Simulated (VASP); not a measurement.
# Ag (P6_3/mmc) in VASP: vibrations by perturbation theory with PBEsol

Aim: the vibrations by perturbation theory of Ag with PBEsol.

Program: VASP 6.6.1. These are calculated values, not measurements. Logs are shortened: lines on timing, memory, paths and dates and some standing lists are left out, and cuts for length are marked.

## (1) The cell of the first run

Symmetry: P6_3/mmc, No. 194, hexagonal system. Conventional cell: a = 2.930 Å, b = 2.930 Å, c = 4.790 Å, α = 90.00°, β = 90.00°, γ = 120.00°. Within 3.9 Å of Ag (site symmetry -6m2) lie 12 Ag at 2.93 Å.

This isn't the form of Ag at room conditions, which is fcc.

## (2) Vibrations by perturbation theory, PBEsol

Contents of INCAR:

```
PREC     = Accurate       # precision mode
ENCUT    = 520            # plane-wave cutoff, eV
EDIFF    = 1E-8           # SCF threshold, eV
ISMEAR   = 0              # smearing method
SIGMA    = 0.1            # smearing width, eV
LREAL    = F              # projectors in reciprocal space
LASPH    = T              # aspherical terms in the spheres
NELM     = 100            # most SCF steps
ALGO     = Normal         # electronic algorithm
ISIF     = 2              # what is computed and relaxed
LWAVE    = F              # write WAVECAR
LCHARG   = T              # write CHGCAR
GGA      = PS             # functional
IBRION   = 8              # ionic algorithm
NSW      = 1              # ionic steps
```

Contents of KPOINTS:

```
regular mesh
0
Gamma
  12 12 6
```

Contents of POSCAR:

```
Ag
1.0
    2.9300000000      0.0000000000      0.0000000000
   -1.4650000000      2.5374544300      0.0000000000
    0.0000000000      0.0000000000      4.7900000000
Ag
2
Direct
    0.3333333333      0.6666666667      0.2500000000
    0.6666666667      0.3333333333      0.7500000000
```

Potentials or basis: VASP PAW PBE potentials, release 64 (Ag).

Command:

```sh
cat potpaw_PBE.64/Ag/POTCAR > POTCAR
mpirun -np 1 vasp_std > vasp.out
```

OUTCAR:

```text
PREC = Accurate
   ENCUT = 520
   EDIFF = 1E-8
   ISMEAR = 0
   LREAL = F
   LASPH = T
   NELM = 100
   ISIF = 2
   GGA = PS
   IBRION = 8
   NSW = 1

 ion  position               nearest neighbor table
   1  0.333  0.667  0.250-   2 2.93   2 2.93   2 2.93   2 2.93   2 2.93   2 2.93
   2  0.667  0.333  0.750-   1 2.93   1 2.93   1 2.93   1 2.93   1 2.93   1 2.93

  LATTYP: Found a hexagonal cell.
 ALAT       =     2.9300000000
 C/A-ratio  =     1.6348122867

  Lattice vectors:

 A1 = (   2.9300000000,   0.0000000000,   0.0000000000)
 A2 = (  -1.4650000000,   2.5374544300,   0.0000000000)
 A3 = (   0.0000000000,   0.0000000000,   4.7900000000)

Analysis of symmetry for initial positions (statically):
=====================================================================
 Subroutine PRICEL returns:
 Original cell was already a primitive cell.

 Routine SETGRP: Setting up the symmetry group for a
 hexagonal supercell.

 Subroutine GETGRP returns: Found 24 space group operations
 (whereof 12 operations were pure point group operations)
 out of a pool of 24 trial point group operations.

The static configuration has the point symmetry D_3d.
 The point group associated with its full space group is D_6h.

Analysis of symmetry for dynamics (positions and initial velocities):
=====================================================================
 Subroutine PRICEL returns:
 Original cell was already a primitive cell.

 Routine SETGRP: Setting up the symmetry group for a
 hexagonal supercell.

 Subroutine GETGRP returns: Found 24 space group operations
 (whereof 12 operations were pure point group operations)
 out of a pool of 24 trial point group operations.

The dynamic configuration has the point symmetry D_3d.
 The point group associated with its full space group is D_6h.

 Subroutine INISYM returns: Found 24 space group operations
 (whereof 12 operations are pure point group operations),
 and found     1 'primitive' translations

----------------------------------------------------------------------------------------

                                     Primitive cell

  volume of cell :      35.6124

  direct lattice vectors                    reciprocal lattice vectors
     2.930000000  0.000000000  0.000000000     0.341296928  0.197047874  0.000000000
    -1.465000000  2.537454430  0.000000000     0.000000000  0.394095747  0.000000000
     0.000000000  0.000000000  4.790000000     0.000000000  0.000000000  0.208768267

  length of vectors
     2.930000000  2.929999997  4.790000000     0.394095747  0.394095747  0.208768267

  position of ions in fractional coordinates (direct lattice)
     0.333333333  0.666666667  0.250000000
     0.666666667  0.333333333  0.750000000

  ion indices of the primitive-cell ions
   primitive index   ion index
                 1           1
                 2           2

----------------------------------------------------------------------------------------

 KPOINTS: regular mesh

Automatic generation of k-mesh.
 Grid dimensions read from file:
 generate k-points for:   12   12    6

 Generating k-lattice:

  Cartesian coordinates                     Fractional coordinates (reciprocal lattice)
     0.028441411  0.016420656  0.000000000     0.083333333  0.000000000  0.000000000
     0.000000000  0.032841312  0.000000000     0.000000000  0.083333333  0.000000000
     0.000000000  0.000000000  0.034794711     0.000000000  0.000000000  0.166666667

  Length of vectors
     0.032841312  0.032841312  0.034794711

  Shift w.r.t. Gamma in fractional coordinates (k-lattice)
     0.000000000  0.000000000  0.000000000

 Subroutine IBZKPT returns following result:
 ===========================================
[... 88 lines left out ...]

 number of electron      22.0000005 magnetization

 Free energy of the ion-electron system (eV)
  ---------------------------------------------------
  ext. energy  EPLUGINS =         0.00000000
  ---------------------------------------------------
  free energy    TOTEN  =        -6.54947766 eV

  energy without entropy =       -6.54601473  energy(sigma->0) =       -6.54774619

 E-fermi :   7.5622     XC(G=0): -12.1532

 val. band max:        7.5180485993   @ k =   0.4167   0.0000   0.5000
 cond. band min:       7.6003896845   @ k =   0.1667  -0.0000   0.1667
 fundamental gap:      0.0823410852
 Fermi energy:         7.5621945300

 k-point     1 :       0.0000    0.0000    0.0000
  band No.  band energies     occupation
      1       0.1291      2.00000
      2       1.5207      2.00000
      3       3.0242      2.00000
      4       3.1158      2.00000
      5       3.1158      2.00000
      6       3.3371      2.00000
      7       3.3371      2.00000
      8       3.6715      2.00000
      9       3.6715      2.00000
     10       4.6170      2.00000
     11       4.6170      2.00000
     12       7.2983      1.99981
     13      10.9734      0.00000
     14      23.1417      0.00000
[... 401 lines left out ...]
      2       1.9158      2.00000
      3       2.5010      2.00000
      4       2.8304      2.00000
      5       3.2456      2.00000
      6       3.3295      2.00000
      7       4.0777      2.00000
      8       4.3237      2.00000
      9       4.3371      2.00000
     10       4.7190      2.00000
     11       4.7411      2.00000
     12       9.7967      0.00000
     13      14.0609      0.00000
     14      14.5248      0.00000
     15      18.8896      0.00000

 [... further k-points ...]
[... 5 lines left out ...]
  --------------------------------------------------------------------------------------
  -------------------------------------------------------------------------------------
  Total       -1.4317690     -1.4317690     -1.3414492      0.0000000      0.0000000      0.0000000
  in kB      -64.4142810    -64.4142808    -60.3508569      0.0000000      0.0000000      0.0000000
  external PRESSURE =     -63.0598062 kB  Pullay stress =       0.0000000 kB

 VOLUME and BASIS-vectors are now :
 -----------------------------------------------------------------------------
  energy-cutoff  :      520.00
  volume of cell :       35.61
      direct lattice vectors                 reciprocal lattice vectors
     2.930000000  0.000000000  0.000000000     0.341296928  0.197047874  0.000000000
    -1.465000000  2.537454430  0.000000000     0.000000000  0.394095747  0.000000000
     0.000000000  0.000000000  4.790000000     0.000000000  0.000000000  0.208768267

 POSITION                                       TOTAL-FORCE (eV/Angst)
 -----------------------------------------------------------------------------------
     -0.00000      1.69164      1.19750         0.000000      0.000000      0.000000
      1.46500      0.84582      3.59250        -0.000000     -0.000000      0.000000
 -----------------------------------------------------------------------------------
    total drift:                               -0.000000      0.000000     -0.000000

  FREE ENERGIE OF THE ION-ELECTRON SYSTEM (eV)
  ---------------------------------------------------
  free  energy   TOTEN  =        -6.5494776622 eV

  energy  without entropy=       -6.5460147258  energy(sigma->0) =       -6.54774619

[... ionic steps 2 to 3 ...]

--------------------------------------- Ionic step        4  -------------------------------------------

------------------------ aborting loop because EDIFF is reached ----------------------------------------

[... ionic steps 5 to 5 ...]

--------------------------------------- Ionic step        6  -------------------------------------------

 Free energy of the ion-electron system (eV)
  ---------------------------------------------------
  ---------------------------------------------------
  free energy    TOTEN  =        -0.31427318 eV

  energy without entropy =       -0.31427318

------------------------ aborting loop because EDIFF is reached ----------------------------------------

 INTERNAL STRAIN TENSOR  FOR ION    1  DIRECTION 3   (eV/Angst):
 -----------------------------------------------------------------------------
     0.00787  0.00000 -0.00000
     0.00000  0.00787  0.00000
    -0.00000  0.00000 -0.01089

 INTERNAL STRAIN TENSOR FOR ION    2 for displacements in x,y,z  (eV/Angst):
          X           Y           Z          XY          YZ          ZX
  --------------------------------------------------------------------------------
  x     0.00000     0.00000     0.00000     1.10109     0.00000     0.00000
  y     1.10109    -1.10109     0.00000    -0.00000     0.00000     0.00000
  z    -0.00000     0.00000    -0.00000     0.00000     0.00000    -0.00000

 SECOND DERIVATIVES (NOT SYMMETRIZED)
 ------------------------------------
               1X          1Y          1Z          2X          2Y          2Z
  1X    -0.751787   -0.000000    0.000000    0.751787    0.000000    0.000000
  1Y     0.000000   -0.751787    0.000000    0.000000    0.751787    0.000000
  1Z    -0.000000    0.000000   -4.180505    0.000000    0.000000    4.180505
  2X     0.751787    0.000000    0.000000   -0.751787   -0.000000    0.000000
  2Y     0.000000    0.751787    0.000000    0.000000   -0.751787    0.000000
  2Z     0.000000    0.000000    4.180505   -0.000000    0.000000   -4.180505

 Eigenvectors and eigenvalues of the dynamical matrix
 ----------------------------------------------------

   1 f  =    4.352450 THz    27.347249 2PiTHz  145.182102 cm-1    18.000278 meV
             X         Y         Z           dx          dy          dz
     -0.000000  1.691636  1.197500    -0.000000    0.000000   -0.707107
      1.465000  0.845818  3.592500     0.000000    0.000000    0.707107
[... 16 lines left out ...]
   5 f  =    0.000000 THz     0.000000 2PiTHz    0.000000 cm-1     0.000000 meV
             X         Y         Z           dx          dy          dz
     -0.000000  1.691636  1.197500     0.000000    0.000000    0.707107
      1.465000  0.845818  3.592500    -0.000000    0.000000    0.707107

   6 f/i=    0.000000 THz     0.000000 2PiTHz    0.000000 cm-1     0.000000 meV
             X         Y         Z           dx          dy          dz
     -0.000000  1.691636  1.197500    -0.694073    0.135142   -0.000000
      1.465000  0.845818  3.592500    -0.694073    0.135142    0.000000

--------------------------------------------------------------------------------------------------------

 ELASTIC MODULI CONTR FROM IONIC RELAXATION (kBar)
 Direction    XX          YY          ZZ          XY          YZ          ZX
 --------------------------------------------------------------------------------
 XX         -72.5533     72.5533      0.0000      0.0000      0.0000      0.0000
 YY          72.5533    -72.5533     -0.0000     -0.0000      0.0000     -0.0000
 ZZ           0.0000     -0.0000     -0.0000      0.0000      0.0000     -0.0000
 XY           0.0000     -0.0000      0.0000    -72.5533      0.0000      0.0000
 YZ           0.0000      0.0000      0.0000      0.0000      0.0000      0.0000
 ZX           0.0000     -0.0000     -0.0000      0.0000      0.0000     -0.0000
 --------------------------------------------------------------------------------
```

Run time: 3.4 min. Hardware: 1 thread of Intel Xeon Platinum 8259CL at 2.50GHz (Skylake/Cascade Lake), shared host; peak memory 0.41 GiB.

What came out:

* Highest phonon frequency at Γ: 145 cm⁻¹

Phonon frequencies in cm⁻¹ (negative: imaginary):
```csv
q point,frequencies
"(0.000, 0.000, 0.000)",0 0 0 62 62 145
```

Caveat: the cell stands under pressure or tension, which shifts response properties; the PAW data sets were made with another functional, which shifts forces and pressure a little.
